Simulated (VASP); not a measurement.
## NaHF2: single point with PBEsol+D3(BJ)

Crystal: NaHF2.

```
Na H F
1.0
     1.59390    0.92024    3.58223
    -1.59390    0.92024    3.58223
     0.00000   -1.84048    3.58223
Na H F
1 1 2
Cartesian
  0.0000 0.0000 0.0000
  0.0000 0.0000 5.3733
  0.0000 0.0000 4.4801
  0.0000 0.0000 6.2666
```

* Program: VASP 6.6.1
* Task: single point
* Functional: PBEsol
* Dispersion: D3(BJ)
* Potentials or basis: VASP PAW PBE potentials, release 64 (Na_pv, H, F)
* Cutoff: 520 eV
* k mesh: 9 × 9 × 9
* Occupations: gaussian, width 0.05 eV
* Spin: no spin polarisation

- Pressure: 77.1 GPa
- Largest force: 16.225 eV/Å
- Band gap on the k mesh: 7.04 eV
- Dispersion energy per atom: -0.106 eV

Forces in eV/Å, atoms in the order of the input:
```
Na    0.000   0.000   0.000
H     0.000   0.000   0.000
F     0.000   0.000 -16.225
F     0.000   0.000  16.225
```

Stress tensor (GPa, compression positive):
```
 23.52   0.00   0.00
  0.00  23.52   0.00
  0.00   0.00 184.31
```

Levels at points of the mesh, in eV from the valence-band top:
```csv
k point,band 8,band 9,band 10,band 11,band 12,band 13,band 14,band 15
"(0.00, 0.00, 0.00)",-2.41,-1.53,-1.53,0.00,7.04,15.62,18.20,19.14
```

Wall time 30 s on 1 thread of AMD EPYC 9R45 96-Core Processor (Zen 5), on a shared host, peak memory 0.18 GiB.

Caveat: the cell stands under pressure; the PAW data sets were made with another functional, which shifts forces and pressure a little; an odd mesh through Γ misses points on the zone boundary, where band edges can lie. PBEsol gaps usually lie below the measured ones, often by a third to a half.
